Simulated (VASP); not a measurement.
# C (I4/mmm) in VASP: a series of runs

Runs on C. Level: PBE. Tasks: single point.

All numbers are computed with VASP 6.6.1; they aren't measurements. Logs are shortened: lines on timing, memory, paths and dates and some standing lists are left out, and cuts for length are marked.

## Step 1: The cell of the first run

The structure is tetragonal, space group I4/mmm (No. 139). The conventional cell has a = 3.445 Å, b = 3.445 Å, c = 8.620 Å, α = 90.00°, β = 90.00°, γ = 90.00°. C (site symmetry m2m) has 3 C at 1.37 to 1.46 Å within 1.8 Å.

## Step 2: Single point, PBE

INCAR reads:

```
PREC = Accurate
ENCUT = 520
EDIFF = 1E-6
ISMEAR = 0
SIGMA = 0.1
LREAL = F
LASPH = T
NELM = 100
ALGO = Normal
ISIF = 2
LWAVE = F
LCHARG = F
GGA = PE
NBANDS = 16
```

KPOINTS reads:

```
Automatic mesh
0
Gamma
  18 18 18
```

POSCAR reads:

```
C
1.0
   -1.7222773373      1.7222773373      4.3100444902
    1.7222773373     -1.7222773373      4.3100444902
    1.7222773373      1.7222773373     -4.3100444902
C
4
Direct
    0.5000000000      0.1992998222      0.6992998222
    0.8007001778      0.5000000000      0.3007001778
    0.1992998222      0.5000000000      0.6992998222
    0.5000000000      0.8007001778      0.3007001778
```

Potentials or basis: VASP PAW PBE potentials, release 64 (C).

Started as:

```sh
$ cat potpaw_PBE.64/C/POTCAR > POTCAR
$ mpirun -np 1 vasp_std > vasp.out
```

OUTCAR:

```text
PREC = Accurate
   ENCUT = 520
   EDIFF = 1E-6
   ISMEAR = 0
   LREAL = F
   LASPH = T
   NELM = 100
   ISIF = 2
   GGA = PE

 ion  position               nearest neighbor table
   1  0.500  0.199  0.699-   4 1.37   3 1.46   2 1.46
   2  0.801  0.500  0.301-   3 1.37   4 1.46   1 1.46
   3  0.199  0.500  0.699-   2 1.37   1 1.46   4 1.46
   4  0.500  0.801  0.301-   1 1.37   2 1.46   3 1.46

  LATTYP: Found a body centered tetragonal cell.
 ALAT       =     3.4445546746
 C/A-ratio  =     2.5025263916

  Lattice vectors:

 A1 = (  -1.7222773373,   1.7222773373,   4.3100444902)
 A2 = (   1.7222773373,  -1.7222773373,   4.3100444902)
 A3 = (   1.7222773373,   1.7222773373,  -4.3100444902)

Analysis of symmetry for initial positions (statically):
=====================================================================
 Subroutine PRICEL returns:
 Original cell was already a primitive cell.

 Routine SETGRP: Setting up the symmetry group for a
 body centered tetragonal supercell.

 Subroutine GETGRP returns: Found 16 space group operations
 (whereof 16 operations were pure point group operations)
 out of a pool of 16 trial point group operations.

The static configuration has the point symmetry D_4h.

Analysis of symmetry for dynamics (positions and initial velocities):
=====================================================================
 Subroutine PRICEL returns:
 Original cell was already a primitive cell.

 Routine SETGRP: Setting up the symmetry group for a
 body centered tetragonal supercell.

 Subroutine GETGRP returns: Found 16 space group operations
 (whereof 16 operations were pure point group operations)
 out of a pool of 16 trial point group operations.

The dynamic configuration has the point symmetry D_4h.

 Subroutine INISYM returns: Found 16 space group operations
 (whereof 16 operations are pure point group operations),
 and found     1 'primitive' translations

----------------------------------------------------------------------------------------

                                     Primitive cell

  volume of cell :      51.1385

[... 89 lines left out ...]
   LASPH  =      T    aspherical Exc in radial PAW
   ENCUT  =  520.0 eV  38.22 Ry    6.18 a.u.   9.20  9.20  9.20*2*pi/ulx,y,z
   NELM   =    100;   NELMIN=  2; NELMDL= -5     # of ELM steps
   EDIFF  = 0.1E-05   stopping-criterion for ELM
   LREAL  =      F    real-space projection
   EDIFFG = 0.1E-04   stopping-criterion for IOM
   NSW    =      0    number of steps for IOM
   IBRION =     -1    ionic relax: 0-MD 1-quasi-New 2-CG
   NFREE  =      0    steps in history (QN), initial steepest desc. (CG)
   ISIF   =      2    stress and relaxation
   ISYM   =      2    0-nonsym 1-usesym 2-fastsym
   POTIM  = 0.5000    time-step for ionic-motion
   TEBEG  =    0.0;   TEEND  =   0.0 temperature during run
   PSTRESS=    0.0 pullay stress
   NELECT =      16.0000    total number of electrons
   NUPDOWN=      -1.0000    fix difference up-down
   EMIN   =  10.00;   EMAX   =-10.00  energy-range for DOS
   EFERMI =   0.00;   METHOD = LEGACY
   ISMEAR =     0;   SIGMA  =   0.10  broadening in eV -4-tet -1-fermi 0-gaus
   EFERMI_NEDOS =   21; number of points for ismear=-14 and -15
   IALGO  =     38    algorithm
   IMIX   =      4    mixing-type and parameters
     AMIX     =   0.40;   BMIX     =  1.00
     AMIX_MAG =   1.60;   BMIX_MAG =  1.00
  volume/ion in A,a.u.               =      12.78        86.27
  Fermi-wavevector in a.u.,A,eV,Ry     =   1.111388  2.100218 16.805675  1.235182
  Thomas-Fermi vector in A             =   2.247950
   LORBIT       =      0    0 simple, 1 ext, 2 COOP (PROOUT), +10 PAW based schemes
   GGA     = PE    functional components
   LHFCALC =     F    Hartree Fock is set to
   AEXX    =    0.0000 exact exchange contribution
   IVDW    =     0    specifies the selected vdW correction
   LEPSILON=     F    determine dielectric tensor
   LRPA    =     F    only Hartree local field effects (RPA)
 non-spin polarized calculation
 Gauss-broadening in eV      SIGMA  =   0.10
  energy-cutoff  :      520.00
  volume of cell :       51.14
 maximum number of plane-waves:      1404
 NGX is ok and might be reduce to    40

 number of electron      16.0000000 magnetization

 Free energy of the ion-electron system (eV)
  ---------------------------------------------------
  ext. energy  EPLUGINS =         0.00000000
  ---------------------------------------------------
  free energy    TOTEN  =       -34.86316749 eV

  energy without entropy =      -34.86215825  energy(sigma->0) =      -34.86266287

 E-fermi :   1.5358     XC(G=0):  -8.1276

 val. band max:        1.5091750135   @ k =  -0.3333  -0.3333   0.1667
 cond. band min:       1.5466135442   @ k =  -0.3889  -0.3889   0.2222
 fundamental gap:      0.0374385307
 Fermi energy:         1.5357806749

 k-point     1 :       0.0000    0.0000    0.0000
  band No.  band energies     occupation
      1     -17.5037      2.00000
      2      -9.5831      2.00000
      3      -9.0396      2.00000
      4      -7.6048      2.00000
      5      -7.6048      2.00000
      6      -5.2194      2.00000
[... 433 lines left out ...]
      3      -9.4688      2.00000
      4      -6.9388      2.00000
      5      -5.3081      2.00000
      6      -4.7638      2.00000
[... 8 lines left out ...]
     15      14.6227      0.00000
     16      15.3464      0.00000

 [... further k-points ...]

------------------------ aborting loop because EDIFF is reached ----------------------------------------

  FORCE on cell =-STRESS in cart. coord.  units (eV):
  Direction    XX          YY          ZZ          XY          YZ          ZX
  --------------------------------------------------------------------------------------
  -------------------------------------------------------------------------------------
  Total        0.1130538      0.1130538     -0.0044108      0.0000000      0.0000000      0.0000000
  in kB        3.5419943      3.5419943     -0.1381896      0.0000000      0.0000000      0.0000000
  external PRESSURE =       2.3152663 kB  Pullay stress =       0.0000000 kB

 VOLUME and BASIS-vectors are now :
 -----------------------------------------------------------------------------
  energy-cutoff  :      520.00
  volume of cell :       51.14
      direct lattice vectors                 reciprocal lattice vectors
    -1.722277337  1.722277337  4.310044490     0.000000000  0.290313290  0.116008083
     1.722277337 -1.722277337  4.310044490     0.290313290  0.000000000  0.116008083
     1.722277337  1.722277337 -4.310044490     0.290313290  0.290313290  0.000000000

 POSITION                                       TOTAL-FORCE (eV/Angst)
 -----------------------------------------------------------------------------------
      0.68650      1.72228      0.00000        -0.037311      0.000000      0.000000
      0.00000      1.03578      4.31004         0.000000      0.037311      0.000000
      1.72228      0.68650      0.00000         0.000000     -0.037311      0.000000
      1.03578      0.00000      4.31004         0.037311     -0.000000      0.000000
 -----------------------------------------------------------------------------------
    total drift:                                0.000000     -0.000000     -0.000000

  FREE ENERGIE OF THE ION-ELECTRON SYSTEM (eV)
  ---------------------------------------------------
  free  energy   TOTEN  =       -34.8631674940 eV

  energy  without entropy=      -34.8621582537  energy(sigma->0) =      -34.86266287
```

OSZICAR:

```text
N       E                     dE             d eps       ncg     rms          rms(c)
DAV:   1     0.489981372547E+02    0.48998E+02   -0.74491E+03 15376   0.879E+02
DAV:   2    -0.333423830541E+02   -0.82341E+02   -0.74405E+02 21088   0.193E+02
DAV:   3    -0.373060931531E+02   -0.39637E+01   -0.39351E+01 20456   0.413E+01
DAV:   4    -0.373520609339E+02   -0.45968E-01   -0.45937E-01 20000   0.528E+00
DAV:   5    -0.373530242467E+02   -0.96331E-03   -0.96315E-03 20328   0.723E-01    0.872E+00
DAV:   6    -0.354541309737E+02    0.18989E+01   -0.14958E+00 20560   0.728E+00    0.505E+00
DAV:   7    -0.348488072009E+02    0.60532E+00   -0.16473E+00 21952   0.765E+00    0.148E+00
DAV:   8    -0.348628038178E+02   -0.13997E-01   -0.85401E-02 17288   0.172E+00    0.129E-01
DAV:   9    -0.348627135340E+02    0.90284E-04   -0.38479E-03 21800   0.404E-01    0.915E-02
DAV:  10    -0.348631450834E+02   -0.43155E-03   -0.47190E-04 17688   0.174E-01    0.262E-02
DAV:  11    -0.348631653125E+02   -0.20229E-04   -0.57236E-05 21552   0.543E-02    0.166E-02
DAV:  12    -0.348631673930E+02   -0.20805E-05   -0.22000E-05 19296   0.296E-02    0.413E-03
DAV:  13    -0.348631674940E+02   -0.10102E-06   -0.74668E-07 17608   0.615E-03
   1 F= -.34863167E+02 E0= -.34862663E+02  d E =-.100924E-02
```

stdout:

```text
POSCAR found type information on POSCAR C
 POSCAR found :  1 types and       4 ions
 scaLAPACK will be used
 LDA part: xc-table for (Slater+PW92), standard interpolation
 POSCAR, INCAR and KPOINTS ok, starting setup
 FFT: planning ... GRIDC
 FFT: planning ... GRID_SOFT
 FFT: planning ... GRID
 WAVECAR not read
 entering main loop
```

Run time: 6.3 min. Hardware: 1 thread of Intel Xeon Platinum 8488C (Sapphire Rapids), shared host; peak memory 0.43 GiB.

What came out:

```yaml
Free_energy: -34.8632 eV
Pressure: 0.2 GPa
Largest_force: 0.037 eV/Å
Band_gap_on_the_k_mesh: zero (band 8 reaches 3.42 eV, above the bottom of band 9 at -0.77 eV)
```

Forces on the atoms (eV/Å):
```
C   -0.037  0.000  0.000
C    0.000  0.037  0.000
C    0.000 -0.037  0.000
C    0.037  0.000  0.000
```

Stress tensor (GPa, compression positive):
```
 0.35  0.00  0.00
 0.00  0.35  0.00
 0.00  0.00 -0.01
```

Levels at points of the mesh, in eV from the Fermi level:
```tsv
k point	band 4	band 5	band 6	band 7	band 8	band 9	band 10	band 11	band 12	band 13
(0.00, 0.00, 0.00)	-9.14	-9.14	-6.76	-2.63	1.67	3.61	3.79	3.79	6.82	6.82
(0.50, 0.00, 0.00)	-7.66	-5.82	-5.38	-4.92	-2.69	4.20	5.63	6.16	7.27	7.92
(0.50, 0.50, 0.00)	-8.57	-3.39	-3.39	-2.81	-2.48	-2.17	7.94	8.27	8.59	9.48
(0.50, 0.50, 0.50)	-9.16	-9.16	-7.17	-2.63	1.88	4.01	4.01	6.41	6.84	6.84
```

## Step 3: Single point, PBE

This run uses another cell than the first one: it holds 8 atoms, not 4.

INCAR reads:

```
PREC     = Accurate       # precision mode
ENCUT    = 520            # plane-wave cutoff, eV
EDIFF    = 1E-7           # SCF threshold, eV
ISMEAR   = 0              # smearing method
SIGMA    = 0.1            # smearing width, eV
LREAL    = F              # projectors in reciprocal space
LASPH    = T              # aspherical terms in the spheres
NELM     = 100            # most SCF steps
ALGO     = Normal         # electronic algorithm
ISIF     = 2              # what is computed and relaxed
LWAVE    = F              # write WAVECAR
LCHARG   = F              # write CHGCAR
GGA      = PE             # functional
NBANDS   = 26             # bands
```

KPOINTS reads:

```
regular mesh
0
Gamma
  6 6 6
```

POSCAR reads:

```
C
1.0
    3.4456420362      0.0000000000      0.0000000000
    0.0000000000      3.4456420362      0.0000000000
    0.0000000000      0.0000000000      7.6528719732
C
8
Direct
    0.1998743114      0.4999996717      1.0000003257
    0.0000003283      0.3001256886      0.4999996743
    0.9999996717      0.6998743114      0.4999996743
    0.4999996717      0.8001256886     -0.0000003257
    0.8001256886      0.5000003283      1.0000003257
    0.6998743114      0.0000003283      0.5000003257
    0.3001256886      0.9999996717      0.5000003257
    0.5000003283      0.1998743114     -0.0000003257
```

Potentials or basis: VASP PAW PBE potentials, release 64 (C).

Started as:

```sh
$ cat potpaw_PBE.64/C/POTCAR > POTCAR
$ mpirun -np 1 vasp_std > vasp.out
```

Wall time 52 s (1 thread of Intel Xeon Platinum 8488C (Sapphire Rapids), shared host); peak memory 0.22 GiB.

The run converged. Its results:

```yaml
Free_energy: -69.6129 eV
Pressure: 0.3 GPa
Largest_force: 0.062 eV/Å
Band_gap_on_the_k_mesh: zero (band 16 reaches 4.41 eV, above the bottom of band 17 at 0.01 eV)
```

Forces in eV/Å, atoms in the order of the input:
```
C   -0.062  0.000  0.000
C    0.000  0.062  0.000
C    0.000 -0.062  0.000
C    0.000  0.062  0.000
C    0.062  0.000  0.000
C   -0.062  0.000  0.000
C    0.062  0.000  0.000
C    0.000 -0.062  0.000
```

Stress tensor (GPa, compression positive):
```
0.38 0.00 0.00
0.00 0.38 0.00
0.00 0.00 0.25
```

Levels at points of the mesh, in eV from the Fermi level:
```csv
k point,band 12,band 13,band 14,band 15,band 16,band 17,band 18,band 19,band 20,band 21
"(0.00, 0.00, 0.00)",-6.56,-2.72,-2.70,1.51,2.05,3.60,3.60,3.99,4.08,4.08
"(0.50, 0.00, 0.00)",-5.47,-4.94,-4.94,-2.63,-2.63,4.13,4.13,5.58,5.58,6.12
"(0.50, 0.50, 0.00)",-3.42,-2.89,-2.89,-2.70,-2.70,-1.98,-1.98,7.97,7.97,8.19
"(0.00, 0.00, 0.50)",-7.01,-2.71,-2.71,1.77,1.77,3.83,3.83,3.83,3.83,5.53
"(0.50, 0.00, 0.50)",-5.43,-4.94,-4.94,-2.72,-2.72,4.14,4.14,5.59,5.59,6.17
"(0.50, 0.50, 0.50)",-3.42,-2.88,-2.88,-2.35,-2.35,-2.35,-2.35,7.51,7.51,7.97
```

Caveat: this functional lacks dispersion, which binds the layers, so the pressure and a relaxed spacing across them are unreliable.

## Step 4: Single point, PBE

This run uses another cell than the first one: it holds 8 atoms, not 4.

INCAR reads:

```
ALGO = Normal ; EDIFF = 1E-6
ENCUT = 520 ; GGA = PE
ISIF = 2 ; ISMEAR = 0
LASPH = True ; LCHARG = False
LREAL = False ; LWAVE = False
NBANDS = 26 ; NELM = 80
PREC = Accurate ; SIGMA = 0.2
```

KPOINTS reads:

```
k-points
0
Gamma
  6 4 6
```

POSCAR reads:

```
C
1.0
   -3.4445546746      3.4445546746      0.0000000000
    3.4445546746      3.4445546746      0.0000000000
    1.7222773373     -1.7222773373     -4.3100444902
C
8
Direct
    0.1503500889      0.3496499111      1.0000000000
    0.6503500889      0.8496499111      0.0000000000
    0.6503500889      0.1503500889      0.0000000000
    0.1503500889      0.6503500889      0.0000000000
    0.8496499111      0.3496499111      1.0000000000
    0.3496499111      0.8496499111      0.0000000000
    0.3496499111      0.1503500889      0.0000000000
    0.8496499111      0.6503500889      0.0000000000
```

Started as:

```sh
$ cat potpaw_PBE.64/C/POTCAR > POTCAR
$ mpirun -np 1 vasp_std > vasp.out
```

Run time: 57 s. Hardware: 1 thread of Intel Xeon Platinum 8488C (Sapphire Rapids), shared host; peak memory 0.23 GiB.

Results (log left out):

```yaml
Free_energy: -69.6812 eV
Pressure: 0.3 GPa
Largest_force: 0.142 eV/Å
```

Forces in eV/Å, atoms in the order of the input:
```
C   -0.121 -0.074  0.000
C   -0.121 -0.074  0.000
C    0.074  0.121  0.000
C    0.074  0.121  0.000
C   -0.074 -0.121  0.000
C   -0.074 -0.121  0.000
C    0.121  0.074  0.000
C    0.121  0.074  0.000
```

Stress tensor (GPa, compression positive):
```
 0.55  0.52  0.00
 0.52  0.55  0.00
 0.00  0.00 -0.08
```

Levels at points of the mesh, in eV from the Fermi level:
```csv
k point,band 13,band 14,band 15,band 16,band 17,band 18,band 19,band 20
"(0.00, 0.00, 0.00)",-2.83,-2.65,-2.50,-2.18,1.66,3.60,3.78,3.78
"(0.50, 0.00, 0.00)",-4.60,-4.60,-1.06,-1.06,1.36,1.36,6.05,6.05
"(0.00, 0.50, 0.00)",-4.61,-4.61,-1.20,-1.20,1.30,1.30,5.02,5.02
"(0.50, 0.50, 0.00)",-4.93,-4.93,-2.70,-2.70,4.19,4.19,5.62,5.62
"(0.00, 0.00, 0.50)",-2.83,-2.64,-2.49,-2.18,1.88,4.00,4.00,6.40
"(0.00, 0.50, 0.50)",-4.60,-4.60,-0.91,-0.91,1.43,1.43,7.31,7.31
```

Caveat: this functional lacks dispersion, which binds the layers, so the pressure and a relaxed spacing across them are unreliable.

## Step 5: The runs side by side

```tsv
cell	k mesh	smearing	gap on the mesh (eV)	pressure (GPa)	largest force (eV/Å)
a = 4.951 Å, angles 139.3, 139.3, 58.9°, 4 atoms	18 × 18 × 18	gaussian 0.1 eV	none	0.2	0.04
a = 3.446, b = 3.446, c = 7.653 Å, 8 atoms	6 × 6 × 6	gaussian 0.1 eV	none	0.3	0.06
a = 4.871, b = 4.871, c = 4.951 Å, angles 90.0, 119.5, 90.0°, 8 atoms	6 × 4 × 6	gaussian 0.2 eV	-	0.3	0.14
```

Alike in all rows: task single point; level PBE; potentials or basis VASP PAW PBE potentials, release 64 (C); no spin polarisation; cutoff (eV) 520.

Caveats: this functional lacks dispersion, which binds the layers, so the pressure and a relaxed spacing across them are unreliable (some runs).

Absolute energies hang on the potentials; compare differences alone.
